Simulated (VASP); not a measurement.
# N2 in VASP: a series of runs

N2 is run at these levels: BLYP; tasks: single point, relaxation of the atoms.

Program: VASP 6.6.1. These are calculated values, not measurements. Logs are shortened: lines on timing, memory, paths and dates and some standing lists are left out, and cuts for length are marked.

## (1) The cell of the first run

The cell holds a molecule in a box, 2 atoms: a = 12.000 Å, b = 12.300 Å, c = 12.600 Å, α = 90.00°, β = 90.00°, γ = 90.00°.

## (2) Single point, BLYP

File INCAR:

```
SYSTEM = N
PREC = Accurate ; ENCUT = 520
EDIFF = 1E-6 ; ISMEAR = -1
SIGMA = 0.01 ; LREAL = .FALSE.
LASPH = .TRUE. ; NELM = 100
ALGO = Normal ; ISIF = 2
LWAVE = .FALSE. ; LCHARG = .FALSE.
GGA = B5 ; ALDAX = 1.0
AGGAX = 1.0 ; AGGAC = 1.0
ALDAC = 0.0 ; NBANDS = 12
```

File KPOINTS:

```
regular mesh
0
G
  1 1 1
  0 0 0
```

File POSCAR:

```
N
1.0
   12.0000000000      0.0000000000      0.0000000000
    0.0000000000     12.3000000000      0.0000000000
    0.0000000000      0.0000000000     12.6000000000
N
2
Direct
    0.5000000000      0.5000000000      0.4563265462
    0.5000000000      0.5000000000      0.5436734538
```

Potentials or basis: VASP PAW PBE potentials, release 64 (N).

The run is started by

```
$ cat potpaw_PBE.64/N/POTCAR > POTCAR
$ mpirun -np 1 vasp_gam > vasp.out
```

OUTCAR:

```text
SYSTEM = N
   PREC = Accurate
   ENCUT = 520
   EDIFF = 1E-6
   ISMEAR = -1
   LREAL = .FALSE.
   LASPH = .TRUE.
   NELM = 100
   ISIF = 2
   GGA = B5

 ion  position               nearest neighbor table
   1  0.500  0.500  0.456-   2 1.10
   2  0.500  0.500  0.544-   1 1.10

  LATTYP: Found a simple orthorhombic cell.
 ALAT       =    12.0000000000
 B/A-ratio  =     1.0250000000
 C/A-ratio  =     1.0500000000

  Lattice vectors:

 A1 = (  12.0000000000,   0.0000000000,   0.0000000000)
 A2 = (   0.0000000000,  12.3000000000,   0.0000000000)
 A3 = (   0.0000000000,   0.0000000000,  12.6000000000)

Analysis of symmetry for initial positions (statically):
=====================================================================
 Subroutine PRICEL returns:
 Original cell was already a primitive cell.

 Routine SETGRP: Setting up the symmetry group for a
 simple orthorhombic supercell.

 Subroutine GETGRP returns: Found  8 space group operations
 (whereof  8 operations were pure point group operations)
 out of a pool of  8 trial point group operations.

The static configuration has the point symmetry D_2h.

Analysis of symmetry for dynamics (positions and initial velocities):
=====================================================================
 Subroutine PRICEL returns:
 Original cell was already a primitive cell.

 Routine SETGRP: Setting up the symmetry group for a
 simple orthorhombic supercell.

 Subroutine GETGRP returns: Found  8 space group operations
 (whereof  8 operations were pure point group operations)
 out of a pool of  8 trial point group operations.

The dynamic configuration has the point symmetry D_2h.

 Subroutine INISYM returns: Found  8 space group operations
 (whereof  8 operations are pure point group operations),
 and found     1 'primitive' translations

----------------------------------------------------------------------------------------

                                     Primitive cell

  volume of cell :    1859.7600

  direct lattice vectors                    reciprocal lattice vectors
    12.000000000  0.000000000  0.000000000     0.083333333  0.000000000  0.000000000
     0.000000000 12.300000000  0.000000000     0.000000000  0.081300813  0.000000000
     0.000000000  0.000000000 12.600000000     0.000000000  0.000000000  0.079365079

  length of vectors
    12.000000000 12.300000000 12.600000000     0.083333333  0.081300813  0.079365079

  position of ions in fractional coordinates (direct lattice)
     0.500000000  0.500000000  0.456326546
     0.500000000  0.500000000  0.543673454

  ion indices of the primitive-cell ions
   primitive index   ion index
                 1           1
                 2           2

----------------------------------------------------------------------------------------

 KPOINTS: regular mesh

Automatic generation of k-mesh.
 Grid dimensions read from file:
 generate k-points for:    1    1    1

 Generating k-lattice:

  Cartesian coordinates                     Fractional coordinates (reciprocal lattice)
     0.083333333  0.000000000  0.000000000     1.000000000  0.000000000  0.000000000
     0.000000000  0.081300813  0.000000000     0.000000000  1.000000000  0.000000000
     0.000000000  0.000000000  0.079365079     0.000000000  0.000000000  1.000000000

  Length of vectors
     0.083333333  0.081300813  0.079365079

  Shift w.r.t. Gamma in fractional coordinates (k-lattice)
     0.000000000  0.000000000  0.000000000

 Subroutine IBZKPT returns following result:
 ===========================================

 Found      1 irreducible k-points:

 Following reciprocal coordinates:
            Coordinates               Weight
  0.000000  0.000000  0.000000      1.000000
   k-points           NKPTS =      1   k-points in BZ     NKDIM =      1   number of bands    NBANDS=     12
   number of dos      NEDOS =    301   number of ions     NIONS =      2
   total plane-waves  NPLWV = 829440
   dimension x,y,z NGX =    90 NGY =   96 NGZ =   96
   dimension x,y,z NGXF=   180 NGYF=  192 NGZF=  192
   ions per type =               2
   NGX,Y,Z   is equivalent  to a cutoff of  12.47, 12.98, 12.67 a.u.
   NGXF,Y,Z  is equivalent  to a cutoff of  24.94, 25.95, 25.33 a.u.
 SYSTEM =  N
   PREC   = accura    normal or accurate (medium, high low for compatibility)
   ISTART =      0    job   : 0-new  1-cont  2-samecut
   ICHARG =      2    charge: 1-file 2-atom 10-const
   ISPIN  =      1    spin polarized calculation?
   LNONCOLLINEAR =      F non collinear calculations
   LSORBIT =      F    spin-orbit coupling
   LASPH  =      T    aspherical Exc in radial PAW
   ENCUT  =  520.0 eV  38.22 Ry    6.18 a.u.  22.31 22.87 23.43*2*pi/ulx,y,z
   NELM   =    100;   NELMIN=  2; NELMDL= -5     # of ELM steps
   EDIFF  = 0.1E-05   stopping-criterion for ELM
   LREAL  =      F    real-space projection
   EDIFFG = 0.1E-04   stopping-criterion for IOM
   NSW    =      0    number of steps for IOM
   IBRION =     -1    ionic relax: 0-MD 1-quasi-New 2-CG
   NFREE  =      0    steps in history (QN), initial steepest desc. (CG)
   ISIF   =      2    stress and relaxation
   ISYM   =      2    0-nonsym 1-usesym 2-fastsym
   POTIM  = 0.5000    time-step for ionic-motion
   TEBEG  =    0.0;   TEEND  =   0.0 temperature during run
   PSTRESS=    0.0 pullay stress
   NELECT =      10.0000    total number of electrons
   NUPDOWN=      -1.0000    fix difference up-down
   EMIN   =  10.00;   EMAX   =-10.00  energy-range for DOS
   EFERMI =   0.00;   METHOD = LEGACY
   ISMEAR =    -1;   SIGMA  =   0.01  broadening in eV -4-tet -1-fermi 0-gaus
   EFERMI_NEDOS =   21; number of points for ismear=-14 and -15
   IALGO  =     38    algorithm
   IMIX   =      4    mixing-type and parameters
     AMIX     =   0.40;   BMIX     =  1.00
     AMIX_MAG =   1.60;   BMIX_MAG =  1.00
  volume/ion in A,a.u.               =     929.88      6275.14
  Fermi-wavevector in a.u.,A,eV,Ry     =   0.286807  0.541986  1.119189  0.082258
  Thomas-Fermi vector in A             =   1.141954
   LORBIT       =      0    0 simple, 1 ext, 2 COOP (PROOUT), +10 PAW based schemes
   GGA     = B5    functional components
   LHFCALC =     F    Hartree Fock is set to
   AEXX    =    0.0000 exact exchange contribution
   IVDW    =     0    specifies the selected vdW correction
   LEPSILON=     F    determine dielectric tensor
   LRPA    =     F    only Hartree local field effects (RPA)
 non-spin polarized calculation
  energy-cutoff  :      520.00
  volume of cell :     1859.76
 maximum number of plane-waves:     25042
 NGX is ok and might be reduce to    90
   NGX = 45   NGY = 45   NGZ = 47

 number of electron      10.0000003 magnetization

 Free energy of the ion-electron system (eV)
  ---------------------------------------------------
  ext. energy  EPLUGINS =         0.00000000
  ---------------------------------------------------
  free energy    TOTEN  =       -16.13654506 eV

  energy without entropy =      -16.13654506  energy(sigma->0) =      -16.13654506

 E-fermi :  -9.8130     XC(G=0):  -0.3071

 val. band max:      -10.1348626574   @ k =   0.0000   0.0000   0.0000
 cond. band min:      -1.8658462300   @ k =   0.0000   0.0000   0.0000
 fundamental gap:      8.2690164274
 Fermi energy:        -9.8129990728

 k-point     1 :       0.0000    0.0000    0.0000
  band No.  band energies     occupation
      1     -28.1663      2.00000
      2     -13.2561      2.00000
      3     -11.4245      2.00000
      4     -11.4245      2.00000
      5     -10.1349      2.00000
      6      -1.8658      0.00000
      7      -1.8653      0.00000
      8      -0.1131      0.00000
      9       0.7513      0.00000
     10       0.8052      0.00000
     11       0.8218      0.00000
     12       0.8632      0.00000

------------------------ aborting loop because EDIFF is reached ----------------------------------------

  FORCE on cell =-STRESS in cart. coord.  units (eV):
  Direction    XX          YY          ZZ          XY          YZ          ZX
  --------------------------------------------------------------------------------------
  -------------------------------------------------------------------------------------
  Total       -0.0544576     -0.0554198      1.7150207     -0.0000000      0.0000000      0.0000000
  in kB       -0.0469151     -0.0477440      1.4774849     -0.0000000      0.0000000      0.0000000
  external PRESSURE =       0.4609419 kB  Pullay stress =       0.0000000 kB

 VOLUME and BASIS-vectors are now :
 -----------------------------------------------------------------------------
  energy-cutoff  :      520.00
  volume of cell :     1859.76
      direct lattice vectors                 reciprocal lattice vectors
    12.000000000  0.000000000  0.000000000     0.083333333  0.000000000  0.000000000
     0.000000000 12.300000000  0.000000000     0.000000000  0.081300813  0.000000000
     0.000000000  0.000000000 12.600000000     0.000000000  0.000000000  0.079365079

 POSITION                                       TOTAL-FORCE (eV/Angst)
 -----------------------------------------------------------------------------------
      6.00000      6.15000      5.74971         0.000000     -0.000000     -1.625247
      6.00000      6.15000      6.85029         0.000000      0.000000      1.625247
 -----------------------------------------------------------------------------------
    total drift:                                0.000000     -0.000000      0.000000

  FREE ENERGIE OF THE ION-ELECTRON SYSTEM (eV)
  ---------------------------------------------------
  free  energy   TOTEN  =       -16.1365450614 eV

  energy  without entropy=      -16.1365450614  energy(sigma->0) =      -16.13654506
```

Wall time 5.6 min (1 thread of Intel Xeon 6975P-C, shared host); peak memory 1.2 GiB.

Results:

- Free energy: -16.1365 eV
- Largest force: 1.625 eV/Å
- Gap between the frontier levels: 8.27 eV

Forces in eV/Å, atoms in the order of the input:
```
N    0.000  0.000 -1.625
N    0.000  0.000  1.625
```

Levels at points of the mesh, in eV from the valence-band top:
| k point | band 1 | band 2 | band 3 | band 4 | band 5 | band 6 | band 7 | band 8 | band 9 | band 10 |
| --- | --- | --- | --- | --- | --- | --- | --- | --- | --- | --- |
| (0.00, 0.00, 0.00) | -18.03 | -3.12 | -1.29 | -1.29 | 0.00 | 8.27 | 8.27 | 10.02 | 10.89 | 10.94 |

Caveat: the standard files for N, O and F lose accuracy on very short bonds; the PAW data sets were made with another functional, which shifts forces and pressure a little.

## (3) Single point, BLYP

File INCAR:

```
  AGGAC = 1.0
  AGGAX = 1.0
  ALDAC = 0.0
  ALDAX = 1.0
  ALGO = Normal
  EDIFF = 1E-7
  ENCUT = 520
  GGA = B5
  ISIF = 2
  ISMEAR = -1
  LASPH = True
  LCHARG = False
  LREAL = False
  LWAVE = False
  NBANDS = 12
  NELM = 60
  PREC = Accurate
  SIGMA = 0.01
```

File KPOINTS:

```
k-points
0
Gamma
  1 1 1
```

POSCAR is that of step 2.

Potentials or basis: VASP PAW PBE potentials, release 64 (N).

The run is started by

```
$ cat potpaw_PBE.64/N/POTCAR > POTCAR
$ mpirun -np 1 vasp_gam > vasp.out
```

OUTCAR:

```text
EDIFF = 1E-7
   ENCUT = 520
   GGA = B5
   ISIF = 2
   ISMEAR = -1
   LASPH = True
   LREAL = False
   NELM = 60
   PREC = Accurate

 ion  position               nearest neighbor table
   1  0.500  0.500  0.456-   2 1.10
   2  0.500  0.500  0.544-   1 1.10

  LATTYP: Found a simple orthorhombic cell.
 ALAT       =    12.0000000000
 B/A-ratio  =     1.0250000000
 C/A-ratio  =     1.0500000000

  Lattice vectors:

 A1 = (  12.0000000000,   0.0000000000,   0.0000000000)
 A2 = (   0.0000000000,  12.3000000000,   0.0000000000)
 A3 = (   0.0000000000,   0.0000000000,  12.6000000000)

Analysis of symmetry for initial positions (statically):
=====================================================================
 Subroutine PRICEL returns:
 Original cell was already a primitive cell.

 Routine SETGRP: Setting up the symmetry group for a
 simple orthorhombic supercell.

 Subroutine GETGRP returns: Found  8 space group operations
 (whereof  8 operations were pure point group operations)
 out of a pool of  8 trial point group operations.

[... 134 lines left out ...]
  free energy    TOTEN  =       -16.13654466 eV

  energy without entropy =      -16.13654466  energy(sigma->0) =      -16.13654466

 E-fermi :  -9.8107     XC(G=0):  -0.3029

 val. band max:      -10.1348831970   @ k =   0.0000   0.0000   0.0000
 cond. band min:      -1.8657355049   @ k =   0.0000   0.0000   0.0000
 fundamental gap:      8.2691476922
 Fermi energy:        -9.8106539074

 k-point     1 :       0.0000    0.0000    0.0000
  band No.  band energies     occupation
      1     -28.1663      2.00000
      2     -13.2561      2.00000
      3     -11.4245      2.00000
      4     -11.4245      2.00000
      5     -10.1349      2.00000
      6      -1.8657      0.00000
      7      -1.8655      0.00000
      8      -0.1097      0.00000
      9       0.7577      0.00000
     10       0.8058      0.00000
     11       0.8261      0.00000
     12       0.8669      0.00000

------------------------ aborting loop because EDIFF is reached ----------------------------------------

  FORCE on cell =-STRESS in cart. coord.  units (eV):
  Direction    XX          YY          ZZ          XY          YZ          ZX
  --------------------------------------------------------------------------------------
  -------------------------------------------------------------------------------------
  Total       -0.0536632     -0.0546993      1.7149840     -0.0000000      0.0000000      0.0000000
  in kB       -0.0462307     -0.0471233      1.4774532     -0.0000000      0.0000000      0.0000000
  external PRESSURE =       0.4613664 kB  Pullay stress =       0.0000000 kB

 VOLUME and BASIS-vectors are now :
 -----------------------------------------------------------------------------
  energy-cutoff  :      520.00
  volume of cell :     1859.76
      direct lattice vectors                 reciprocal lattice vectors
    12.000000000  0.000000000  0.000000000     0.083333333  0.000000000  0.000000000
     0.000000000 12.300000000  0.000000000     0.000000000  0.081300813  0.000000000
     0.000000000  0.000000000 12.600000000     0.000000000  0.000000000  0.079365079

 POSITION                                       TOTAL-FORCE (eV/Angst)
 -----------------------------------------------------------------------------------
      6.00000      6.15000      5.74971         0.000000      0.000000     -1.624976
      6.00000      6.15000      6.85029         0.000000      0.000000      1.624976
 -----------------------------------------------------------------------------------
    total drift:                                0.000000     -0.000000      0.000000

  FREE ENERGIE OF THE ION-ELECTRON SYSTEM (eV)
  ---------------------------------------------------
  free  energy   TOTEN  =       -16.1365446610 eV

  energy  without entropy=      -16.1365446610  energy(sigma->0) =      -16.13654466
```

OSZICAR:

```text
N       E                     dE             d eps       ncg     rms          rms(c)
DAV:   1     0.103276541019E+03    0.10328E+03   -0.21797E+03    32   0.429E+02
DAV:   2     0.204580094923E+02   -0.82819E+02   -0.82385E+02    44   0.653E+01
DAV:   3    -0.136119537152E+02   -0.34070E+02   -0.34021E+02    32   0.739E+01
[... 30 lines left out ...]
DAV:  34    -0.161365449337E+02   -0.53676E-06   -0.62420E-06    24   0.240E-02    0.115E-04
DAV:  35    -0.161365447969E+02    0.13687E-06   -0.16346E-06    24   0.136E-02    0.820E-05
DAV:  36    -0.161365447316E+02    0.65270E-07   -0.10016E-06    24   0.106E-02    0.102E-04
DAV:  37    -0.161365447453E+02   -0.13725E-07   -0.17365E-06    24   0.142E-02    0.119E-04
DAV:  38    -0.161365446610E+02    0.84315E-07   -0.12717E-07    24   0.351E-03
   1 F= -.16136545E+02 E0= -.16136545E+02  d E =-.549343E-14
```

stdout:

```text
POSCAR found type information on POSCAR N
 POSCAR found :  1 types and       2 ions
 scaLAPACK will be used
 -----------------------------------------------------------------------------
|                                                                             |
|                                                                             |
|     You enforced a specific xc type in the INCAR file but a different       |
|     I HOPE YOU KNOW WHAT YOU ARE DOING!                                     |
|                                                                             |
 -----------------------------------------------------------------------------

 LDA part: xc-table for (Slater(with rela. corr.)+VWN5), standard interpolation
 POSCAR, INCAR and KPOINTS ok, starting setup
 FFT: planning ... GRIDC
 FFT: planning ... GRID_SOFT
 FFT: planning ... GRID
 WAVECAR not read
 entering main loop
```

It took 9.6 min on 1 thread of Intel Xeon 6975P-C, shared host; peak memory 1.2 GiB.

Results:

| Quantity | Value |
| --- | --- |
| Free energy | -16.1365 eV |
| Largest force | 1.625 eV/Å |
| Gap between the frontier levels | 8.27 eV |

Forces in eV/Å, atoms in the order of the input:
```
N    0.000  0.000 -1.625
N    0.000  0.000  1.625
```

Caveat: the standard files for N, O and F lose accuracy on very short bonds; the PAW data sets were made with another functional, which shifts forces and pressure a little.

## (4) Relaxation of the atoms, BLYP

File INCAR:

```
AGGAC = 1.0 ; AGGAX = 1.0
ALDAC = 0.0 ; ALDAX = 1.0
ALGO = Normal ; EDIFF = 1E-6
EDIFFG = -0.01 ; ENCUT = 520
GGA = B5 ; IBRION = 2
ISIF = 2 ; ISMEAR = -1
LASPH = T ; LCHARG = F
LREAL = F ; LWAVE = F
NELM = 100 ; NSW = 80
PREC = Accurate ; SIGMA = 0.01
```

KPOINTS is that of step 3.

File POSCAR:

```
N
1.0
   12.0000000000      0.0000000000      0.0000000000
    0.0000000000     12.3000000000      0.0000000000
    0.0000000000      0.0000000000     12.6000000000
N
2
Direct
    0.5000000000      0.5000000000      0.4563492063
    0.5000000000      0.5000000000      0.5436507937
```

The run is started by

```
$ cat potpaw_PBE.64/N/POTCAR > POTCAR
$ mpirun -np 1 vasp_gam > vasp.out
```

Wall time 14 min (1 thread of Intel Xeon 6975P-C, shared host); peak memory 1.5 GiB.

Results (log left out):

| Quantity | Value |
| --- | --- |
| Free energy | -16.1449 eV |
| Energy gained by relaxing | 4.6 meV/atom |
| Ionic steps | 4 |
| Largest force after relaxing | 0.005 eV/Å |
| Gap between the frontier levels | 8.14 eV |

Forces in eV/Å, atoms in the order of the input:
```
N    0.000  0.000  0.005
N    0.000  0.000 -0.005
```

The path:
```tsv
step	energy change (eV)	largest force (eV/Å)	pressure (GPa)
1	0.0000	1.7184	0.05
2	1.2066	12.7635	-0.47
3	-0.0092	0.1174	-0.01
4	-0.0093	0.0051	-0.01
```

Final structure:
```cif
data_structure
_symmetry_space_group_name_H-M 'P 1'
_symmetry_Int_Tables_number 1
_cell_length_a 12.0000
_cell_length_b 12.3000
_cell_length_c 12.6000
_cell_angle_alpha 90.000
_cell_angle_beta 90.000
_cell_angle_gamma 90.000
_cell_volume 1859.76
loop_
_atom_site_label
_atom_site_type_symbol
_atom_site_fract_x
_atom_site_fract_y
_atom_site_fract_z
_atom_site_occupancy
N1 N 0.50000 0.50000 0.45591 1
N2 N 0.50000 0.50000 0.54409 1
```

Levels at points of the mesh, in eV from the valence-band top:
| k point | band 1 | band 2 | band 3 | band 4 | band 5 | band 6 | band 7 | band 8 | band 9 |
| --- | --- | --- | --- | --- | --- | --- | --- | --- | --- |
| (0.00, 0.00, 0.00) | -17.87 | -3.20 | -1.21 | -1.21 | 0.00 | 8.14 | 8.14 | 10.01 | 10.88 |

Caveat: the standard files for N, O and F lose accuracy on very short bonds; the PAW data sets were made with another functional, which shifts forces and pressure a little.
